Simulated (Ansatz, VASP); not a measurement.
# One calculation of Ag, two programs

```
Ag
1.0
    -1.61256    1.61256    1.61256
     1.61256   -1.61256    1.61256
     3.22511    3.22511    0.00000
Ag
2
Direct
  0.10399 0.11525 0.97603
  0.39601 0.38475 0.52397
```

Change from the starting cell: all atoms moved at random, sigma 0.25 Å a component; relaxed back.

Alike in both runs: task relaxation of cell and atoms; functional PBEsol; k mesh 12 × 12 × 8; occupations gaussian, width 0.15 eV; no spin polarisation.

```csv
,VASP,Ansatz
version,VASP 6.6.1,Ansatz 0.2.0
potentials or method,"VASP PAW PBE potentials, release 64 (Ag), cutoff 600 eV","scalar-relativistic, plane waves, PAW"
valence electrons in the cell,22,38
```

Ansatz gave:

```
gap on the k mesh at the Fermi level, each at its own relaxed structure (eV) : none
relaxed volume (Å³/atom)                                                     : 16.72
relaxed cell length with the largest relative difference (Å)                 : 2.871
```

**Question.** Estimate VASP's values.

**Answer.** gap on the k mesh at the Fermi level, each at its own relaxed structure (eV): none; relaxed volume (Å³/atom): 16.69; relaxed cell length with the largest relative difference (Å): 2.877.

VASP's potentials were made for PBE, not for PBEsol. A gap of «none» marks a metal or a gap that the smearing closes. VASP's potentials hold 22 valence electrons a cell and Ansatz's 38, so a difference there can come from the potentials and not from the codes.
